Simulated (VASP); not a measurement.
Input of a VASP 6.6.1 run:

File POSCAR:

```
MgO
1.0
    2.6546370080      0.0000000000      0.0000000000
    0.0000000000      2.6546370080      0.0000000000
    0.0000000000      0.0000000000      2.6546370080
Mg O
1 1
Direct
    0.0000000000      0.0000000000      0.0000000000
    0.5000000000      0.5000000000      0.5000000000
```

Contents of INCAR.step1:

```
SYSTEM = MgO
ALGO = Normal ; EDIFF = 1E-5
ENCUT = 920 ; GGA = PE
GGA_COMPAT = .False. ; ISMEAR = 0
LASPH = .True. ; LCHARG = .False.
LREAL = .False. ; LWAVE = .True.
NBANDS = 15 ; NELM = 120
PREC = Accurate ; SIGMA = 0.1
```

The input INCAR.step2:

```
SYSTEM = MgO
ALGO = Normal ; EDIFF = 1E-6
ENCUT = 920 ; GGA_COMPAT = .False.
ISIF = 2 ; ISMEAR = 0
ISTART = 1 ; LASPH = .True.
LCHARG = .False. ; LMIXTAU = .True.
LREAL = .False. ; LWAVE = .False.
METAGGA = R2SCAN ; NBANDS = 15
NELM = 120 ; PREC = Accurate
SIGMA = 0.1
```

Contents of KPOINTS:

```
k-points
0
Gamma
  6 6 6
  0 0 0
```

Potentials or basis: VASP PAW PBE potentials, release 64 (Mg_sv, O).

The run is started by

```sh
$ cat potpaw_PBE.64/Mg_sv/POTCAR potpaw_PBE.64/O/POTCAR > POTCAR
$ cp INCAR.step1 INCAR
$ mpirun -np 1 vasp_std > vasp.out
$ cp INCAR.step2 INCAR
$ mpirun -np 1 vasp_std > vasp.out
```

Estimate the band gap on the k mesh.

3.18 eV (least direct gap 4.20 eV).

What does it give for the pressure?

-4.9 GPa.

Caveat: the cell stands under tension; the PAW data sets were made with another functional, which shifts forces and pressure a little. A k mesh can miss the band edges.
